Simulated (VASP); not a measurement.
A run of VASP 6.6.1 is set up as follows.

Contents of INCAR:

```
SYSTEM = KI
PREC = Accurate
ENCUT = 520
EDIFF = 1E-6
ISMEAR = -1
SIGMA = 0.2241
LREAL = Auto
LASPH = .True.
NELM = 100
ALGO = Normal
ISIF = 2
LWAVE = .False.
LCHARG = .False.
GGA = PE
NBANDS = 78
```

File KPOINTS:

```
regular mesh
0
Gamma
  1 1 1
  0 0 0
```

POSCAR

```
KI
1.0
    0.0000000000      0.0000000000     -8.5604740000
    0.0000000000     -8.5604740000      0.0000000000
   -8.5604740000      0.0000000000      0.0000000000
K I
8 8
Direct
    0.5753097317      0.4879345466      0.4376529851
    0.0027108312      0.5066352634      0.4677188436
    0.4880555680     -0.0181454905      0.4243031402
   -0.0269575026     -0.0176204028      0.5763161012
    0.4344336540      0.4648810335      0.0416105463
   -0.0658483397      0.4168776168     -0.0478286600
    0.5113261252     -0.0209365743      0.0001244090
   -0.0229331927     -0.0291543436      0.0682930641
    0.2191310902      0.3018540796      0.2299178760
    0.7271001582      0.2056563690      0.2738153285
    0.2628596267      0.7528680071      0.2851203099
    0.7623154980      0.7719487262      0.2343975345
    0.2093116573      0.2115121195      0.7680753426
    0.7023173016      0.2063570312      0.7161078931
    0.2759232725      0.7539297473      0.7903377780
    0.8258115146      0.7358536455      0.7499679340
```

Potentials or basis: VASP PAW PBE potentials, release 64 (K_sv, I).

Command:

```console
$ cat potpaw_PBE.64/K_sv/POTCAR potpaw_PBE.64/I/POTCAR > POTCAR
$ mpirun -np 1 vasp_gam > vasp.out
```

Q: Predict the largest force.

A: 2.091 eV/Å.

Q: Estimate the pressure.

A: 4.8 GPa.

Q: Predict the band gap on the k mesh.

A: 2.81 eV.

Stress tensor (GPa, compression positive):
```
 4.47 -0.56 -1.25
-0.56  4.98  1.44
-1.25  1.44  4.85
```

Caveat: the k points lie up to 0.73 Å⁻¹ apart; spin-orbit coupling is left out, which moves the levels of the heavy elements; forces of over 1 eV/Å act on the atoms, so gaps and moduli don't describe the material at rest. A k mesh can miss the band edges.
